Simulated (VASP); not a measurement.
# TaN (P6/mmm) in VASP: a series of runs, part 3 of 4

VASP 6.6.1. Earlier steps stand in the parts before.

**4. Relaxation of shape and atoms at fixed volume, RPBE+D4, collinear spin (11.69 Å³/atom)**

This run uses another cell than the first one, of 11.69 Å³/atom.

File INCAR:

```
SYSTEM = TaN
PREC = Accurate
ENCUT = 600
EDIFF = 1E-6
ISMEAR = 0
SIGMA = 0.05
LREAL = .False.
LASPH = .True.
NELM = 150
ALGO = Normal
ISIF = 4
LWAVE = .False.
LCHARG = .False.
ISPIN = 2
MAGMOM = 0.05 -0.05 -0.05 0 0 0
LORBIT = 11
LMAXMIX = 4
GGA = RP
IVDW = 13
IBRION = 2
NSW = 60
EDIFFG = -0.04
```

File KPOINTS:

```
Automatic mesh
0
Gamma
  6 6 8
  0 0 0
```

File POSCAR:

```
TaN
1.0
    5.2496916725      0.0000000000      0.0000000000
   -2.6248458363      4.5463663504      0.0000000000
    0.0000000000      0.0000000000      2.9392623757
Ta N
3 3
Direct
    0.0000000000      0.0000000000      0.0000000000
    0.3333333333      0.6666666667      0.5000000000
    0.6666666667      0.3333333333      0.5000000000
    0.5000000000      0.0000000000      0.0000000000
    0.5000000000      0.5000000000      0.0000000000
    0.0000000000      0.5000000000      0.0000000000
```

Potentials or basis: VASP PAW PBE potentials, release 64 (Ta_pv, N).

Run with:

```
> cat potpaw_PBE.64/Ta_pv/POTCAR potpaw_PBE.64/N/POTCAR > POTCAR
> mpirun -np 1 vasp_std > vasp.out
```

OUTCAR:

```text
SYSTEM = TaN
   PREC = Accurate
   ENCUT = 600
   EDIFF = 1E-6
   ISMEAR = 0
   LREAL = .False.
   LASPH = .True.
   NELM = 150
   ISIF = 4
   ISPIN = 2
   LORBIT = 11
   GGA = RP
   IVDW = 13
   IBRION = 2
   NSW = 60
   EDIFFG = -0.04

 ion  position               nearest neighbor table
   1  0.000  0.000  0.000-   5 2.62   5 2.62   4 2.62   4 2.62   6 2.62   6 2.62   3 3.37   3 3.37
                             2 3.37   2 3.37   2 3.37   3 3.37   2 3.37   3 3.37   2 3.37   3 3.37
   2  0.333  0.667  0.500-   6 2.11   6 2.11   4 2.11   4 2.11   5 2.11   5 2.11   3 3.03   3 3.03
                             3 3.03   1 3.37   1 3.37   1 3.37   1 3.37   1 3.37   1 3.37
   3  0.667  0.333  0.500-   6 2.11   6 2.11   4 2.11   4 2.11   5 2.11   5 2.11   2 3.03   2 3.03
                             2 3.03   1 3.37   1 3.37   1 3.37   1 3.37   1 3.37   1 3.37
   4  0.500  0.000  0.000-   2 2.11   3 2.11   2 2.11   3 2.11   1 2.62   1 2.62
   5  0.500  0.500  0.000-   2 2.11   3 2.11   2 2.11   3 2.11   1 2.62   1 2.62
   6  0.000  0.500  0.000-   2 2.11   3 2.11   2 2.11   3 2.11   1 2.62   1 2.62

  LATTYP: Found a hexagonal cell.
 ALAT       =     5.2496916725
 C/A-ratio  =     0.5598923821

  Lattice vectors:

 A1 = (   5.2496916725,   0.0000000000,   0.0000000000)
 A2 = (  -2.6248458363,   4.5463663504,   0.0000000000)
 A3 = (   0.0000000000,   0.0000000000,   2.9392623757)

Analysis of symmetry for initial positions (statically):
=====================================================================
 Subroutine PRICEL returns:
 Original cell was already a primitive cell.

 Routine SETGRP: Setting up the symmetry group for a
 hexagonal supercell.

 Subroutine GETGRP returns: Found 24 space group operations
 (whereof 24 operations were pure point group operations)
 out of a pool of 24 trial point group operations.

The static configuration has the point symmetry D_6h.

Analysis of symmetry for dynamics (positions and initial velocities):
=====================================================================
 Subroutine PRICEL returns:
 Original cell was already a primitive cell.

 Routine SETGRP: Setting up the symmetry group for a
 hexagonal supercell.

 Subroutine GETGRP returns: Found 24 space group operations
 (whereof 24 operations were pure point group operations)
 out of a pool of 24 trial point group operations.

The dynamic configuration has the point symmetry D_6h.

Analysis of structural, dynamic, and magnetic symmetry:
=====================================================================
[... 155 lines left out ...]
 NGX is ok and might be reduce to    42
   NGX = 21   NGY = 21   NGZ = 11

--------------------------------------- Ionic step        1  -------------------------------------------

 number of electron      48.0000000 magnetization       0.0000275

 number of electron      48.0000000 magnetization      -0.0000505

 Free energy of the ion-electron system (eV)
  ---------------------------------------------------
  ext. energy  EPLUGINS =         0.00000000
  ---------------------------------------------------
  free energy    TOTEN  =       -61.77906696 eV

  energy without entropy =      -61.77747528  energy(sigma->0) =      -61.77827112

------------------------ aborting loop because EDIFF is reached ----------------------------------------

  DFT-D4 for vdW energy calculation

  Edisp (eV):   -3.44477
[... 83 lines left out ...]
 number of electron      47.9999999 magnetization       0.0000004

 number of electron      47.9999999 magnetization      -0.0000010

 Free energy of the ion-electron system (eV)
  ---------------------------------------------------
  ext. energy  EPLUGINS =         0.00000000
  ---------------------------------------------------
  free energy    TOTEN  =       -61.77746176 eV

  energy without entropy =      -61.77445594  energy(sigma->0) =      -61.77595885

 E-fermi :   7.9950     XC(G=0): -12.7915

 val. band max:        7.8092950924   @ k =   0.0000   0.0000   0.2500
 cond. band min:       7.9955056638   @ k =   0.1667   0.0000   0.3750
 fundamental gap:      0.1862105714
 Fermi energy:         7.9950367888

 spin component 1

 k-point     1 :       0.0000    0.0000    0.0000
  band No.  band energies     occupation
      1     -28.3161      1.00000
      2     -28.3161      1.00000
      3     -27.9659      1.00000
      4     -27.9659      1.00000
      5     -27.7400      1.00000
      6     -27.6297      1.00000
[... 733 lines left out ...]
     27      10.1447      0.00000
     28      10.6017      0.00000

 [... further k-points ...]

 spin component 2

 k-point     1 :       0.0000    0.0000    0.0000
  band No.  band energies     occupation
      1     -28.3161      1.00000
      2     -28.3161      1.00000
      3     -27.9659      1.00000
      4     -27.9659      1.00000
      5     -27.7400      1.00000
      6     -27.6297      1.00000
[... 772 lines left out ...]
  FREE ENERGIE OF THE ION-ELECTRON SYSTEM (eV)
  ---------------------------------------------------
  free  energy   TOTEN  =       -65.2289010542 eV

  energy  without entropy=      -65.2258952313  energy(sigma->0) =      -65.22739814

 reached required accuracy - stopping structural energy minimisation

 total charge

# of ion       s       p       d       tot
------------------------------------------
    1        0.269   6.104   2.220   8.593
    2        0.316   6.291   2.359   8.966
    3        0.316   6.291   2.359   8.966
    4        1.253   2.534   0.000   3.787
    5        1.253   2.534   0.000   3.787
    6        1.253   2.534   0.000   3.787
--------------------------------------------------
tot          4.659  26.290   6.937  37.886

 magnetization (x)

# of ion       s       p       d       tot
------------------------------------------
    1       -0.000  -0.000  -0.000  -0.000
    2       -0.000  -0.000   0.000   0.000
    3       -0.000  -0.000   0.000   0.000
    4        0.000   0.000   0.000   0.000
    5        0.000   0.000   0.000   0.000
    6        0.000   0.000   0.000   0.000
--------------------------------------------------
tot         -0.000   0.000  -0.000   0.000
```

OSZICAR:

```text
N       E                     dE             d eps       ncg     rms          rms(c)
DAV:   1     0.490140646233E+03    0.49014E+03   -0.28794E+04  3920   0.197E+03
DAV:   2    -0.373195633844E+02   -0.52746E+03   -0.51424E+03  4560   0.535E+02
DAV:   3    -0.716070284051E+02   -0.34287E+02   -0.33525E+02  4852   0.126E+02
[... 21 lines left out ...]
       N       E                     dE             d eps       ncg     rms          rms(c)
DAV:   1    -0.617780873421E+02   -0.24763E-02   -0.53947E-02  4084   0.168E+00    0.159E-01
DAV:   2    -0.617776550940E+02    0.43225E-03   -0.12809E-03  4944   0.241E-01    0.902E-02
DAV:   3    -0.617774754057E+02    0.17969E-03   -0.50328E-04  4960   0.115E-01    0.344E-02
DAV:   4    -0.617774621037E+02    0.13302E-04   -0.78302E-05  5036   0.524E-02    0.236E-02
DAV:   5    -0.617774617612E+02    0.34249E-06   -0.43616E-06  4088   0.145E-02
   3 F= -.65228901E+02 E0= -.65227398E+02  d E =-.506905E-02  mag=    -0.0000
```

CONTCAR:

```text
TaN
   1.00000000000000
     5.2673848449241270    0.0000000000005783    0.0000000000000000
    -2.6336924225117313    4.5616890871928861   -0.0000000000000000
    -0.0000000000000000    0.0000000000000000    2.9195495446762632
  Ta              N
     3     3
Direct
     0.0000000000000000    1.0000000000000000    1.0000000000000000
     0.3333333332999970    0.6666666667000030    0.5000000000000000
     0.6666666667000030    0.3333333332999970    0.5000000000000000
     0.5000000000000000    1.0000000000000000    1.0000000000000000
     0.5000000000000000    0.5000000000000000    1.0000000000000000
     0.0000000000000000    0.5000000000000000    1.0000000000000000

  0.00000000E+00  0.00000000E+00  0.00000000E+00
  0.00000000E+00  0.00000000E+00  0.00000000E+00
  0.00000000E+00  0.00000000E+00  0.00000000E+00
  0.00000000E+00  0.00000000E+00  0.00000000E+00
  0.00000000E+00  0.00000000E+00  0.00000000E+00
  0.00000000E+00  0.00000000E+00  0.00000000E+00
```

Wall time 3.5 min (1 thread of AMD EPYC 9R45 (Zen 5), shared host); peak memory 0.28 GiB.

What came out:

- Free energy: -65.2289 eV
- Energy gained by relaxing: 0.8 meV/atom
- Ionic steps: 3
- Pressure after relaxing: -4.0 GPa
- Band gap on the k mesh: zero (filled and empty bands overlap)
- Net moment: 0.00 μB per cell
- Valence electrons inside the program's atomic spheres: Ta 8.59, 8.97 (each value once); N 3.79
- Dispersion energy per atom: -0.575 eV

The path:
```csv
step,energy change (eV),largest force (eV/Å),pressure (GPa),volume (Å³)
1,0.0000,0.0000,-4.69,70.15
2,-0.0049,0.0000,-3.86,70.15
3,-0.0051,0.0000,-4.01,70.15
```

Final structure:
```
Ta N
1.0
     5.26738    0.00000    0.00000
    -2.63369    4.56169    0.00000
     0.00000    0.00000    2.91955
Ta N
3 3
Cartesian
  -2.6337 4.5617 2.9196
  0.0000 3.0411 1.4598
  2.6337 1.5206 1.4598
  0.0000 4.5617 2.9196
  1.3168 2.2808 2.9196
  -1.3168 2.2808 2.9196
```

Caveat: the PAW data sets were made with another functional, which shifts forces and pressure a little; spin-orbit coupling is left out, which moves the levels of the heavy elements.

[end of part 3 of 4]
